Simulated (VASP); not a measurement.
# Si2Mo in VASP: notebook

Si2Mo is run at these levels: PBE; tasks: single point.

Everything below comes from runs of VASP 6.6.1. Logs are shortened: lines on timing, memory, paths and dates and some standing lists are left out, and cuts for length are marked.

**1. The cell of the first run**

The structure is monoclinic, space group C2/m (No. 12). The conventional cell has a = 8.521 Å, b = 3.260 Å, c = 3.260 Å, α = 90.00°, β = 112.49°, γ = 90.00°. Si (site symmetry m) has 9 Si at 2.57 to 3.26 Å and 5 Mo at 2.60 to 2.70 Å within 3.4 Å. Mo (site symmetry 2/m) has 10 Si at 2.60 to 2.70 Å and 4 Mo at 3.26 Å within 3.4 Å.

**2. Single point, PBE**

INCAR

```
PREC = Accurate ; ENCUT = 520
EDIFF = 1E-6 ; ISMEAR = 0
SIGMA = 0.15 ; LREAL = False
LASPH = True ; NELM = 100
ALGO = Normal ; ISIF = 2
LWAVE = False ; LCHARG = False
GGA = PE ; NBANDS = 18
```

KPOINTS

```
regular mesh
0
Gamma
  18 18 18
```

POSCAR

```
Si2Mo
1.0
   -1.6298787326      1.6298787326      3.9366136217
    1.6298787326     -1.6298787326      3.9366136217
    1.6298787326      1.6298787326     -3.9366136217
Si Mo
2 1
Direct
    0.3350971189      0.3104466071     -0.0246505118
    0.6649028811      0.6895533929      0.0246505118
    0.0000000000      0.0000000000      0.0000000000
```

Potentials or basis: VASP PAW PBE potentials, release 64 (Si, Mo_sv).

The run is started by

```bash
cat potpaw_PBE.64/Si/POTCAR potpaw_PBE.64/Mo_sv/POTCAR > POTCAR
mpirun -np 1 vasp_std > vasp.out
```

OUTCAR:

```text
PREC = Accurate
   ENCUT = 520
   EDIFF = 1E-6
   ISMEAR = 0
   LREAL = False
   LASPH = True
   NELM = 100
   ISIF = 2
   GGA = PE

 ion  position               nearest neighbor table
   1  0.335  0.310  0.975-   2 2.57   2 2.57   3 2.60   3 2.60   2 2.60   3 2.64   3 2.70   3 2.70
                             2 2.77   2 2.77
   2  0.665  0.690  0.025-   1 2.57   1 2.57   3 2.60   3 2.60   1 2.60   3 2.64   3 2.70   3 2.70
                             1 2.77   1 2.77
   3  0.000  0.000  0.000-   2 2.60   1 2.60   2 2.60   1 2.60   1 2.64   2 2.64   2 2.70   1 2.70
                             2 2.70   1 2.70

  LATTYP: Found a body centered tetragonal cell.
 ALAT       =     3.2597574652
 C/A-ratio  =     2.4152800714

  Lattice vectors:

 A1 = (  -1.6298787326,   1.6298787326,   3.9366136217)
 A2 = (   1.6298787326,  -1.6298787326,   3.9366136217)
 A3 = (   1.6298787326,   1.6298787326,  -3.9366136217)

Analysis of symmetry for initial positions (statically):
=====================================================================
 Subroutine PRICEL returns:
 Original cell was already a primitive cell.

 Routine SETGRP: Setting up the symmetry group for a
 body centered tetragonal supercell.

 Subroutine GETGRP returns: Found  4 space group operations
 (whereof  4 operations were pure point group operations)
 out of a pool of 16 trial point group operations.

The static configuration has the point symmetry C_2h.

Analysis of symmetry for dynamics (positions and initial velocities):
=====================================================================
 Subroutine PRICEL returns:
 Original cell was already a primitive cell.

 Routine SETGRP: Setting up the symmetry group for a
 body centered tetragonal supercell.

 Subroutine GETGRP returns: Found  4 space group operations
 (whereof  4 operations were pure point group operations)
 out of a pool of 16 trial point group operations.

The dynamic configuration has the point symmetry C_2h.

 Subroutine INISYM returns: Found  4 space group operations
 (whereof  4 operations are pure point group operations),
 and found     1 'primitive' translations

----------------------------------------------------------------------------------------

                                     Primitive cell

  volume of cell :      41.8305

  direct lattice vectors                    reciprocal lattice vectors
    -1.629878733  1.629878733  3.936613622     0.000000000  0.306771289  0.127012719
     1.629878733 -1.629878733  3.936613622     0.306771289  0.000000000  0.127012719
     1.629878733  1.629878733 -3.936613622     0.306771289  0.306771289  0.000000000

  length of vectors
     4.561790895  4.561790895  4.561790895     0.332025383  0.332025383  0.433840118

  position of ions in fractional coordinates (direct lattice)
     0.335097119  0.310446607  0.975349488
     0.664902881  0.689553393  0.024650512
     0.000000000  0.000000000  0.000000000

  ion indices of the primitive-cell ions
   primitive index   ion index
                 1           1
                 2           2
                 3           3

----------------------------------------------------------------------------------------

 KPOINTS: regular mesh

Automatic generation of k-mesh.
 Grid dimensions read from file:
 generate k-points for:   18   18   18

 Generating k-lattice:

  Cartesian coordinates                     Fractional coordinates (reciprocal lattice)
     0.000000000  0.017042849  0.007056262     0.055555556  0.000000000 -0.000000000
     0.017042849  0.000000000  0.007056262     0.000000000  0.055555556 -0.000000000
     0.017042849  0.017042849  0.000000000     0.000000000  0.000000000  0.055555556

  Length of vectors
     0.018445855  0.018445855  0.024102229

  Shift w.r.t. Gamma in fractional coordinates (k-lattice)
     0.000000000  0.000000000  0.000000000

 Subroutine IBZKPT returns following result:
 ===========================================

 Found   1550 irreducible k-points:

 Following reciprocal coordinates:
            Coordinates               Weight
  0.000000  0.000000  0.000000      1.000000
  0.055556 -0.000000  0.000000      4.000000
 -0.000000  0.055556  0.000000      2.000000
  0.055556 -0.000000 -0.055556      2.000000
  0.111111 -0.000000  0.000000      4.000000
 -0.000000  0.111111  0.000000      2.000000
[... 16 lines left out ...]
  0.444444 -0.000000  0.000000      4.000000
 -0.000000  0.444444  0.000000      2.000000
 [... further k-points ...]
   k-points           NKPTS =   1550   k-points in BZ     NKDIM =   1550   number of bands    NBANDS=     18
   number of dos      NEDOS =    301   number of ions     NIONS =      3
   total plane-waves  NPLWV =  46656
   dimension x,y,z NGX =    36 NGY =   36 NGZ =   36
   dimension x,y,z NGXF=    72 NGYF=   72 NGZF=   72
   ions per type =               2   1
   NGX,Y,Z   is equivalent  to a cutoff of  13.12, 13.12, 13.12 a.u.
   NGXF,Y,Z  is equivalent  to a cutoff of  26.24, 26.24, 26.24 a.u.
 SYSTEM =  unknown system
   PREC   = accura    normal or accurate (medium, high low for compatibility)
   ISTART =      0    job   : 0-new  1-cont  2-samecut
   ICHARG =      2    charge: 1-file 2-atom 10-const
   ISPIN  =      1    spin polarized calculation?
   LNONCOLLINEAR =      F non collinear calculations
   LSORBIT =      F    spin-orbit coupling
   LASPH  =      T    aspherical Exc in radial PAW
   ENCUT  =  520.0 eV  38.22 Ry    6.18 a.u.   8.48  8.48  8.48*2*pi/ulx,y,z
   NELM   =    100;   NELMIN=  2; NELMDL= -5     # of ELM steps
   EDIFF  = 0.1E-05   stopping-criterion for ELM
   LREAL  =      F    real-space projection
   EDIFFG = 0.1E-04   stopping-criterion for IOM
   NSW    =      0    number of steps for IOM
   IBRION =     -1    ionic relax: 0-MD 1-quasi-New 2-CG
   NFREE  =      0    steps in history (QN), initial steepest desc. (CG)
   ISIF   =      2    stress and relaxation
   ISYM   =      2    0-nonsym 1-usesym 2-fastsym
   POTIM  = 0.5000    time-step for ionic-motion
   TEBEG  =    0.0;   TEEND  =   0.0 temperature during run
   PSTRESS=    0.0 pullay stress
   NELECT =      22.0000    total number of electrons
   NUPDOWN=      -1.0000    fix difference up-down
   EMIN   =  10.00;   EMAX   =-10.00  energy-range for DOS
   EFERMI =   0.00;   METHOD = LEGACY
   ISMEAR =     0;   SIGMA  =   0.15  broadening in eV -4-tet -1-fermi 0-gaus
   EFERMI_NEDOS =   21; number of points for ismear=-14 and -15
   IALGO  =     38    algorithm
   IMIX   =      4    mixing-type and parameters
     AMIX     =   0.40;   BMIX     =  1.00
     AMIX_MAG =   1.60;   BMIX_MAG =  1.00
  volume/ion in A,a.u.               =      13.94        94.10
  Fermi-wavevector in a.u.,A,eV,Ry     =   1.321452  2.497181 23.758961  1.746234
  Thomas-Fermi vector in A             =   2.451204
   LORBIT       =      0    0 simple, 1 ext, 2 COOP (PROOUT), +10 PAW based schemes
   GGA     = PE    functional components
   LHFCALC =     F    Hartree Fock is set to
   AEXX    =    0.0000 exact exchange contribution
   IVDW    =     0    specifies the selected vdW correction
   LEPSILON=     F    determine dielectric tensor
   LRPA    =     F    only Hartree local field effects (RPA)
 non-spin polarized calculation
 Gauss-broadening in eV      SIGMA  =   0.15
  energy-cutoff  :      520.00
  volume of cell :       41.83
 maximum number of plane-waves:      1151
 NGX is ok and might be reduce to    36
   NGX = 17   NGY = 17   NGZ = 17

 number of electron      21.9999999 magnetization

 Free energy of the ion-electron system (eV)
  ---------------------------------------------------
  ext. energy  EPLUGINS =         0.00000000
  ---------------------------------------------------
  free energy    TOTEN  =       -23.18147374 eV

  energy without entropy =      -23.17873819  energy(sigma->0) =      -23.18010596

 E-fermi :  11.6545     XC(G=0): -12.2392

 val. band max:       11.6415281010   @ k =   0.0556   0.0556   0.0000
 cond. band min:      11.6578393415   @ k =  -0.3889   0.5000   0.3333
 fundamental gap:      0.0163112405
 Fermi energy:        11.6544966355

 k-point     1 :       0.0000    0.0000    0.0000
  band No.  band energies     occupation
      1     -49.0976      2.00000
      2     -23.2412      2.00000
      3     -23.1799      2.00000
      4     -23.1489      2.00000
      5      -1.4475      2.00000
      6       5.5470      2.00000
[... 10 lines left out ...]
     17      16.5852      0.00000
     18      16.6891      0.00000

 k-point     2 :       0.0556   -0.0000    0.0000
  band No.  band energies     occupation
      1     -49.0972      2.00000
      2     -23.2407      2.00000
      3     -23.1864      2.00000
      4     -23.1484      2.00000
      5      -1.3935      2.00000
      6       5.5459      2.00000
[... 10 lines left out ...]
     17      16.7298      0.00000
     18      16.9423      0.00000

 k-point     3 :      -0.0000    0.0556    0.0000
  band No.  band energies     occupation
      1     -49.0972      2.00000
      2     -23.2425      2.00000
      3     -23.1793      2.00000
      4     -23.1535      2.00000
      5      -1.3943      2.00000
      6       5.5364      2.00000
[... 10 lines left out ...]
     17      16.6130      0.00000
     18      17.0907      0.00000

 k-point     4 :       0.0556   -0.0000   -0.0556
  band No.  band energies     occupation
      1     -49.0972      2.00000
      2     -23.2428      2.00000
      3     -23.1793      2.00000
      4     -23.1533      2.00000
      5      -1.3933      2.00000
      6       5.5540      2.00000
[... 375 lines left out ...]
      4     -23.1626      2.00000
      5       0.9779      2.00000
      6       3.8633      2.00000
[... 10 lines left out ...]
     17      18.3628      0.00000
     18      19.5982      0.00000

 k-point    23 :       0.4444   -0.0000    0.0000
  band No.  band energies     occupation
      1     -49.0837      2.00000
      2     -23.3834      2.00000
      3     -23.2249      2.00000
      4     -23.1314      2.00000
      5       1.6262      2.00000
      6       3.0060      2.00000
[... 10 lines left out ...]
     17      17.7531      0.00000
     18      19.1282      0.00000

 k-point    24 :      -0.0000    0.4444    0.0000
  band No.  band energies     occupation
      1     -49.0838      2.00000
      2     -23.3829      2.00000
      3     -23.1946      2.00000
      4     -23.1609      2.00000
      5       1.5249      2.00000
      6       2.9931      2.00000
[... 10 lines left out ...]
     17      17.5246      0.00000
     18      18.8457      0.00000

 [... further k-points ...]

------------------------ aborting loop because EDIFF is reached ----------------------------------------

  FORCE on cell =-STRESS in cart. coord.  units (eV):
  Direction    XX          YY          ZZ          XY          YZ          ZX
  --------------------------------------------------------------------------------------
  -------------------------------------------------------------------------------------
  Total       -1.4692360     -1.2954121     -0.3916846      0.0000000      0.0000000     -0.2047147
  in kB      -56.2741292    -49.6163894    -15.0021562      0.0000000      0.0000000     -7.8409057
  external PRESSURE =     -40.2975583 kB  Pullay stress =       0.0000000 kB

 VOLUME and BASIS-vectors are now :
 -----------------------------------------------------------------------------
  energy-cutoff  :      520.00
  volume of cell :       41.83
      direct lattice vectors                 reciprocal lattice vectors
    -1.629878733  1.629878733  3.936613622     0.000000000  0.306771289  0.127012719
     1.629878733 -1.629878733  3.936613622     0.306771289  0.000000000  0.127012719
     1.629878733  1.629878733 -3.936613622     0.306771289  0.306771289  0.000000000

 POSITION                                       TOTAL-FORCE (eV/Angst)
 -----------------------------------------------------------------------------------
      1.54952      1.62988     -1.29832         0.758045     -0.000000      0.087331
      0.08035     -0.00000      5.23493        -0.758045      0.000000     -0.087331
      0.00000      0.00000      0.00000         0.000000      0.000000      0.000000
 -----------------------------------------------------------------------------------
    total drift:                                0.000000     -0.000000     -0.000000

  FREE ENERGIE OF THE ION-ELECTRON SYSTEM (eV)
  ---------------------------------------------------
  free  energy   TOTEN  =       -23.1814737353 eV

  energy  without entropy=      -23.1787381881  energy(sigma->0) =      -23.18010596
```

Run time: 18 min. Hardware: 1 thread of Intel Xeon Platinum 8375C at 2.90GHz (Ice Lake), shared host; peak memory 1.1 GiB.

Results:

```
Free energy            : -23.1815 eV
Pressure               : -4.0 GPa
Largest force          : 0.763 eV/Å
Band gap on the k mesh : zero (band 11 reaches 12.05 eV, above the bottom of band 12 at 11.17 eV)
```

Forces on the atoms (eV/Å):
```
Si   0.758  0.000  0.087
Si  -0.758  0.000 -0.087
Mo   0.000  0.000  0.000
```

(Part 1 of 3 ends here.)
